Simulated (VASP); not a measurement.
Input of a VASP 6.6.1 run:

The input INCAR:

```
PREC = Accurate
ENCUT = 520
EDIFF = 1E-6
ISMEAR = -1
SIGMA = 0.05
LREAL = False
LASPH = True
NELM = 80
ALGO = Normal
ISIF = 2
LWAVE = False
LCHARG = False
GGA = PE
NBANDS = 8
```

The input KPOINTS:

```
Automatic mesh
0
Gamma
  14 14 14
```

The input POSCAR:

```
Al
1.0
    0.0000000000      2.0185939129      2.0185939129
    2.0185939129      0.0000000000      2.0185939129
    2.0185939129      2.0185939129      0.0000000000
Al
1
Direct
    0.0000000000      0.0000000000      0.0000000000
```

Potentials or basis: VASP PAW PBE potentials, release 64 (Al).

Run with:

```bash
$ cat potpaw_PBE.64/Al/POTCAR > POTCAR
$ mpirun -np 1 vasp_std > vasp.out
```

(1) Estimate the pressure.

## Answers

(1) 0.0 GPa.
